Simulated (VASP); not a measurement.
# Si3Bi2Te2 (I4/mmm) in VASP: single point with PBE

Aim: the single point of Si3Bi2Te2 with PBE.

All numbers are computed with VASP 6.6.1; they aren't measurements. Logs are shortened: lines on timing, memory, paths and dates and some standing lists are left out, and cuts for length are marked.

**1. The cell of the first run**

The structure is tetragonal, space group I4/mmm (No. 139). Conventional cell: a = 5.700 Å, b = 5.700 Å, c = 12.598 Å, α = 90.00°, β = 90.00°, γ = 90.00°. Si (site symmetry 4/mmm) has 2 Si at 2.47 Å and 4 Bi at 2.85 Å within 3.3 Å. Si (site symmetry 4mm) has 1 Si at 2.47 Å and 4 Te at 2.93 Å within 3.3 Å. Within 3.8 Å of Bi (site symmetry mmm) lie 6 Si at 2.85 to 3.77 Å and 2 Te at 3.15 Å. Te (site symmetry -4m2) has 8 Si at 2.93 to 4.25 Å and 2 Bi at 3.15 Å and 4 Te at 4.03 Å within 4.3 Å.

The cell was built from a structure type or drawn by symmetry, and may not be a known phase.

**2. Single point, PBE**

INCAR reads:

```
SYSTEM = Si3Bi2Te2
PREC = Accurate ; ENCUT = 520
EDIFF = 1E-6 ; ISMEAR = 0
SIGMA = 0.1 ; LREAL = .False.
LASPH = .True. ; NELM = 100
ALGO = Normal ; ISIF = 2
LWAVE = .False. ; LCHARG = .False.
GGA = PE ; NBANDS = 36
```

KPOINTS reads:

```
regular mesh
0
Gamma
  8 8 8
  0 0 0
```

POSCAR reads:

```
Si3Bi2Te2
1.0
   -2.8500707625      2.8500707625      6.2990325673
    2.8500707625     -2.8500707625      6.2990325673
    2.8500707625      2.8500707625     -6.2990325673
Si Bi Te
3 2 2
Direct
    0.5000000000      0.5000000000      0.0000000000
    0.3036159003      0.3036159003      0.0000000000
    0.6963840997      0.6963840997      0.0000000000
    0.5000000000      0.0000000000      0.5000000000
    0.0000000000      0.5000000000      0.5000000000
    0.7500000000      0.2500000000      0.5000000000
    0.2500000000      0.7500000000      0.5000000000
```

Potentials or basis: VASP PAW PBE potentials, release 64 (Si, Bi_d, Te).

Started as:

```console
$ cat potpaw_PBE.64/Si/POTCAR potpaw_PBE.64/Bi_d/POTCAR potpaw_PBE.64/Te/POTCAR > POTCAR
$ mpirun -np 1 vasp_std > vasp.out
```

OUTCAR:

```text
SYSTEM = Si3Bi2Te2
   PREC = Accurate
   ENCUT = 520
   EDIFF = 1E-6
   ISMEAR = 0
   LREAL = .False.
   LASPH = .True.
   NELM = 100
   ISIF = 2
   GGA = PE

 ion  position               nearest neighbor table
   1  0.500  0.500  0.000-   2 2.47   3 2.47   4 2.85   5 2.85   4 2.85   5 2.85
   2  0.304  0.304  0.000-   1 2.47   6 2.93   7 2.93   7 2.93   6 2.93
   3  0.696  0.696  0.000-   1 2.47   6 2.93   7 2.93   6 2.93   7 2.93
   4  0.500  0.000  0.500-   1 2.85   1 2.85   7 3.15   6 3.15
   5  0.000  0.500  0.500-   1 2.85   1 2.85   7 3.15   6 3.15
   6  0.750  0.250  0.500-   2 2.93   3 2.93   2 2.93   3 2.93   4 3.15   5 3.15
   7  0.250  0.750  0.500-   2 2.93   3 2.93   2 2.93   3 2.93   4 3.15   5 3.15

  LATTYP: Found a body centered tetragonal cell.
 ALAT       =     5.7001415250
 C/A-ratio  =     2.2101319905

  Lattice vectors:

 A1 = (  -2.8500707625,   2.8500707625,   6.2990325673)
 A2 = (   2.8500707625,  -2.8500707625,   6.2990325673)
 A3 = (   2.8500707625,   2.8500707625,  -6.2990325673)

Analysis of symmetry for initial positions (statically):
=====================================================================
 Subroutine PRICEL returns:
 Original cell was already a primitive cell.

 Routine SETGRP: Setting up the symmetry group for a
 body centered tetragonal supercell.

 Subroutine GETGRP returns: Found 16 space group operations
 (whereof 16 operations were pure point group operations)
 out of a pool of 16 trial point group operations.

The static configuration has the point symmetry D_4h.

Analysis of symmetry for dynamics (positions and initial velocities):
=====================================================================
 Subroutine PRICEL returns:
 Original cell was already a primitive cell.

 Routine SETGRP: Setting up the symmetry group for a
 body centered tetragonal supercell.

 Subroutine GETGRP returns: Found 16 space group operations
 (whereof 16 operations were pure point group operations)
 out of a pool of 16 trial point group operations.

The dynamic configuration has the point symmetry D_4h.

 Subroutine INISYM returns: Found 16 space group operations
 (whereof 16 operations are pure point group operations),
 and found     1 'primitive' translations

----------------------------------------------------------------------------------------

                                     Primitive cell

  volume of cell :     204.6657

  direct lattice vectors                    reciprocal lattice vectors
    -2.850070763  2.850070763  6.299032567     0.000000000  0.175434241  0.079377269
     2.850070763 -2.850070763  6.299032567     0.175434241  0.000000000  0.079377269
     2.850070763  2.850070763 -6.299032567     0.175434241  0.175434241  0.000000000

  length of vectors
     7.478209544  7.478209544  7.478209544     0.192556287  0.192556287  0.248101482

  position of ions in fractional coordinates (direct lattice)
     0.500000000  0.500000000  0.000000000
     0.303615900  0.303615900  0.000000000
     0.696384100  0.696384100  0.000000000
     0.500000000  0.000000000  0.500000000
     0.000000000  0.500000000  0.500000000
     0.750000000  0.250000000  0.500000000
     0.250000000  0.750000000  0.500000000

  ion indices of the primitive-cell ions
   primitive index   ion index
                 1           1
                 2           2
                 3           3
                 4           4
                 5           5
                 6           6
                 7           7

----------------------------------------------------------------------------------------

 KPOINTS: regular mesh

Automatic generation of k-mesh.
 Grid dimensions read from file:
 generate k-points for:    8    8    8

 Generating k-lattice:

  Cartesian coordinates                     Fractional coordinates (reciprocal lattice)
     0.000000000  0.021929280  0.009922159     0.125000000  0.000000000  0.000000000
     0.021929280  0.000000000  0.009922159     0.000000000  0.125000000  0.000000000
     0.021929280  0.021929280  0.000000000     0.000000000  0.000000000  0.125000000

  Length of vectors
     0.024069536  0.024069536  0.031012685

  Shift w.r.t. Gamma in fractional coordinates (k-lattice)
     0.000000000  0.000000000  0.000000000

 Subroutine IBZKPT returns following result:
 ===========================================

 Found     59 irreducible k-points:

 Following reciprocal coordinates:
            Coordinates               Weight
  0.000000  0.000000  0.000000      1.000000
  0.125000  0.000000  0.000000      8.000000
  0.250000  0.000000  0.000000      8.000000
  0.375000  0.000000  0.000000      8.000000
  0.500000  0.000000  0.000000      4.000000
  0.125000  0.125000  0.000000      8.000000
[... 16 lines left out ...]
  0.250000  0.125000  0.125000     16.000000
  0.375000  0.125000  0.125000      8.000000
 [... further k-points ...]
   k-points           NKPTS =     59   k-points in BZ     NKDIM =     59   number of bands    NBANDS=     36
   number of dos      NEDOS =    301   number of ions     NIONS =      7
   total plane-waves  NPLWV = 175616
   dimension x,y,z NGX =    56 NGY =   56 NGZ =   56
   dimension x,y,z NGXF=   112 NGYF=  112 NGZF=  112
   ions per type =               3   2   2
   NGX,Y,Z   is equivalent  to a cutoff of  12.45, 12.45, 12.45 a.u.
   NGXF,Y,Z  is equivalent  to a cutoff of  24.90, 24.90, 24.90 a.u.
 SYSTEM =  Si3Bi2Te2
   PREC   = accura    normal or accurate (medium, high low for compatibility)
   ISTART =      0    job   : 0-new  1-cont  2-samecut
   ICHARG =      2    charge: 1-file 2-atom 10-const
   ISPIN  =      1    spin polarized calculation?
   LNONCOLLINEAR =      F non collinear calculations
   LSORBIT =      F    spin-orbit coupling
   LASPH  =      T    aspherical Exc in radial PAW
   ENCUT  =  520.0 eV  38.22 Ry    6.18 a.u.  13.90 13.90 13.90*2*pi/ulx,y,z
   NELM   =    100;   NELMIN=  2; NELMDL= -5     # of ELM steps
   EDIFF  = 0.1E-05   stopping-criterion for ELM
   LREAL  =      F    real-space projection
   EDIFFG = 0.1E-04   stopping-criterion for IOM
   NSW    =      0    number of steps for IOM
   IBRION =     -1    ionic relax: 0-MD 1-quasi-New 2-CG
   NFREE  =      0    steps in history (QN), initial steepest desc. (CG)
   ISIF   =      2    stress and relaxation
   ISYM   =      2    0-nonsym 1-usesym 2-fastsym
   POTIM  = 0.5000    time-step for ionic-motion
   TEBEG  =    0.0;   TEEND  =   0.0 temperature during run
   PSTRESS=    0.0 pullay stress
   NELECT =      54.0000    total number of electrons
   NUPDOWN=      -1.0000    fix difference up-down
   EMIN   =  10.00;   EMAX   =-10.00  energy-range for DOS
   EFERMI =   0.00;   METHOD = LEGACY
   ISMEAR =     0;   SIGMA  =   0.10  broadening in eV -4-tet -1-fermi 0-gaus
   EFERMI_NEDOS =   21; number of points for ismear=-14 and -15
   IALGO  =     38    algorithm
   IMIX   =      4    mixing-type and parameters
     AMIX     =   0.40;   BMIX     =  1.00
     AMIX_MAG =   1.60;   BMIX_MAG =  1.00
  volume/ion in A,a.u.               =      29.24       197.31
  Fermi-wavevector in a.u.,A,eV,Ry     =   1.050004  1.984220 15.000543  1.102509
  Thomas-Fermi vector in A             =   2.184990
   LORBIT       =      0    0 simple, 1 ext, 2 COOP (PROOUT), +10 PAW based schemes
   GGA     = PE    functional components
   LHFCALC =     F    Hartree Fock is set to
   AEXX    =    0.0000 exact exchange contribution
   IVDW    =     0    specifies the selected vdW correction
   LEPSILON=     F    determine dielectric tensor
   LRPA    =     F    only Hartree local field effects (RPA)
 non-spin polarized calculation
 Gauss-broadening in eV      SIGMA  =   0.10
  energy-cutoff  :      520.00
  volume of cell :      204.67
 maximum number of plane-waves:      5532
   NGX = 27   NGY = 27   NGZ = 27

 number of electron      54.0000006 magnetization

 Free energy of the ion-electron system (eV)
  ---------------------------------------------------
  ext. energy  EPLUGINS =         0.00000000
  ---------------------------------------------------
  free energy    TOTEN  =       -27.63204667 eV

  energy without entropy =      -27.61139204  energy(sigma->0) =      -27.62171936

 E-fermi :   6.0880     XC(G=0):  -9.2274

 val. band max:        6.0863619071   @ k =   0.5000   0.5000   0.3750
 cond. band min:       6.0974727635   @ k =  -0.3750   0.5000   0.1250
 fundamental gap:      0.0111108564
 Fermi energy:         6.0880284436

 k-point     1 :       0.0000    0.0000    0.0000
  band No.  band energies     occupation
      1     -16.9737      2.00000
      2     -16.9492      2.00000
      3     -16.9170      2.00000
      4     -16.9170      2.00000
      5     -16.9028      2.00000
      6     -16.9028      2.00000
[... 28 lines left out ...]
     35       9.4175      0.00000
     36       9.4175      0.00000

 k-point     2 :       0.1250    0.0000    0.0000
  band No.  band energies     occupation
      1     -16.9727      2.00000
      2     -16.9501      2.00000
      3     -16.9168      2.00000
      4     -16.9168      2.00000
      5     -16.9030      2.00000
      6     -16.9030      2.00000
[... 28 lines left out ...]
     35       9.5569      0.00000
     36       9.7211      0.00000

 k-point     3 :       0.2500    0.0000    0.0000
  band No.  band energies     occupation
      1     -16.9697      2.00000
      2     -16.9525      2.00000
      3     -16.9164      2.00000
      4     -16.9162      2.00000
      5     -16.9035      2.00000
      6     -16.9034      2.00000
[... 28 lines left out ...]
     35       9.6675      0.00000
     36       9.9150      0.00000

 k-point     4 :       0.3750    0.0000    0.0000
  band No.  band energies     occupation
      1     -16.9655      2.00000
      2     -16.9561      2.00000
      3     -16.9159      2.00000
      4     -16.9157      2.00000
      5     -16.9041      2.00000
      6     -16.9040      2.00000
[... 28 lines left out ...]
     35       9.4861      0.00000
     36       9.7112      0.00000

 k-point     5 :       0.5000    0.0000    0.0000
  band No.  band energies     occupation
      1     -16.9613      2.00000
      2     -16.9602      2.00000
      3     -16.9158      2.00000
      4     -16.9155      2.00000
      5     -16.9043      2.00000
      6     -16.9042      2.00000
[... 655 lines left out ...]
 k-point    22 :       0.1250    0.1250    0.1250
  band No.  band energies     occupation
      1     -16.9674      2.00000
      2     -16.9550      2.00000
      3     -16.9190      2.00000
      4     -16.9130      2.00000
      5     -16.9062      2.00000
      6     -16.9015      2.00000
[... 28 lines left out ...]
     35       9.4400      0.00000
     36      10.0013      0.00000

 k-point    23 :       0.2500    0.1250    0.1250
  band No.  band energies     occupation
      1     -16.9646      2.00000
      2     -16.9579      2.00000
      3     -16.9197      2.00000
      4     -16.9119      2.00000
      5     -16.9072      2.00000
      6     -16.9011      2.00000
[... 28 lines left out ...]
     35       9.2826      0.00000
     36       9.4985      0.00000

 k-point    24 :       0.3750    0.1250    0.1250
  band No.  band energies     occupation
      1     -16.9616      2.00000
      2     -16.9610      2.00000
      3     -16.9199      2.00000
      4     -16.9114      2.00000
      5     -16.9076      2.00000
      6     -16.9010      2.00000
[... 28 lines left out ...]
     35       8.8540      0.00000
     36       9.2616      0.00000

 [... further k-points ...]

------------------------ aborting loop because EDIFF is reached ----------------------------------------

  FORCE on cell =-STRESS in cart. coord.  units (eV):
  Direction    XX          YY          ZZ          XY          YZ          ZX
  --------------------------------------------------------------------------------------
  -------------------------------------------------------------------------------------
  Total       -0.0097458     -0.0097458     -0.0544045      0.0000000      0.0000000     -0.0000000
  in kB       -0.0762925     -0.0762925     -0.4258929      0.0000000      0.0000000     -0.0000000
  external PRESSURE =      -0.1928259 kB  Pullay stress =       0.0000000 kB

 VOLUME and BASIS-vectors are now :
 -----------------------------------------------------------------------------
  energy-cutoff  :      520.00
  volume of cell :      204.67
      direct lattice vectors                 reciprocal lattice vectors
    -2.850070763  2.850070763  6.299032567     0.000000000  0.175434241  0.079377269
     2.850070763 -2.850070763  6.299032567     0.175434241  0.000000000  0.079377269
     2.850070763  2.850070763 -6.299032567     0.175434241  0.175434241  0.000000000

 POSITION                                       TOTAL-FORCE (eV/Angst)
 -----------------------------------------------------------------------------------
      0.00000      0.00000      6.29903         0.000000      0.000000     -0.000000
      0.00000      0.00000      3.82497        -0.000000     -0.000000     -0.003494
      0.00000      0.00000      8.77309        -0.000000     -0.000000      0.003494
      0.00000      2.85007      0.00000         0.000000      0.000000     -0.000000
      2.85007      0.00000      0.00000         0.000000      0.000000     -0.000000
     -0.00000      2.85007      3.14952         0.000000      0.000000     -0.000000
      2.85007     -0.00000      3.14952         0.000000      0.000000     -0.000000
 -----------------------------------------------------------------------------------
    total drift:                               -0.000000      0.000000     -0.000000

  FREE ENERGIE OF THE ION-ELECTRON SYSTEM (eV)
  ---------------------------------------------------
  free  energy   TOTEN  =       -27.6320466734 eV

  energy  without entropy=      -27.6113920395  energy(sigma->0) =      -27.62171936
```

It took 5.8 min on 1 thread of Intel Xeon Platinum 8488C (Sapphire Rapids), shared host; peak memory 0.68 GiB.

Results:

```
Free energy            : -27.6320 eV
Pressure               : 0.0 GPa
Largest force          : 0.003 eV/Å
Band gap on the k mesh : zero (bands 27 and 28 overlap by 0.79 eV)
```

Forces on the atoms (eV/Å):
```
Si   0.000  0.000  0.000
Si   0.000  0.000 -0.003
Si   0.000  0.000  0.003
Bi   0.000  0.000  0.000
Bi   0.000  0.000  0.000
Te   0.000  0.000  0.000
Te   0.000  0.000  0.000
```

Levels at points of the mesh, in eV from the Fermi level:
```csv
k point,band 23,band 24,band 25,band 26,band 27,band 28,band 29,band 30,band 31,band 32
"(0.00, 0.00, 0.00)",-2.69,-2.69,-1.68,-1.43,0.22,0.37,0.37,1.43,2.64,3.08
"(0.50, 0.00, 0.00)",-2.52,-1.40,-1.31,-0.93,-0.38,0.42,0.65,1.28,1.85,1.94
"(0.50, 0.50, 0.00)",-1.48,-0.90,-0.68,-0.38,-0.23,0.35,0.51,0.56,0.94,1.80
"(0.50, 0.50, 0.50)",-3.04,-3.04,-2.68,-2.43,0.11,0.11,0.36,1.40,1.40,2.30
```

Caveat: spin-orbit coupling is left out, which moves the levels of the heavy elements.
